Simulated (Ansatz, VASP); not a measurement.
**WS2 in VASP and in Ansatz**

```
W S
1.0
     3.12659    0.00000   -0.21886
    -1.56330    2.70771    0.10943
    -0.85064    0.00000   12.15203
W S
2 4
Direct
  0.29237 0.58473 0.25000
  0.70763 0.41527 0.75000
  0.30501 0.74860 0.62100
  0.55641 0.25140 0.12100
  0.44359 0.74860 0.87900
  0.69499 0.25140 0.37900
```

Change from the starting cell: engineering shear strain xz -0.1400, engineering shear strain yz +0.0000.

Alike in both runs: functional LDA; k mesh 12 × 12 × 4; occupations gaussian, width 0.05 eV; no spin polarisation.

Ansatz relaxed the structure, and its values are those at the end. VASP's run is a single point on that final structure, the one shown.

```csv
,VASP,Ansatz
version,VASP 6.6.1,Ansatz 0.2.0
potentials or method,"VASP PAW LDA potentials, release 64 (W_sv, S), cutoff 520 eV","scalar-relativistic, plane waves, PAW"
valence electrons in the cell,52,52
```

```tsv
	VASP	Ansatz	Ansatz less VASP
gap on the k mesh at the Fermi level (eV)	0.82	0.81	-0.010
least direct gap on the mesh (eV)	1.88	1.87	-0.011
pressure (GPa)	1.3	0.9	-0.38
rms of the force components (eV/Å)	0.021	0.001	-0.0207
```

Ansatz warns that its potentials were made for another functional, while VASP's fit it. LDA's correlation is that of Perdew and Zunger in VASP and of Perdew and Wang (1992) in Ansatz. Ansatz's warnings: stress scf threshold loose.

Neither program's run includes spin-orbit coupling.
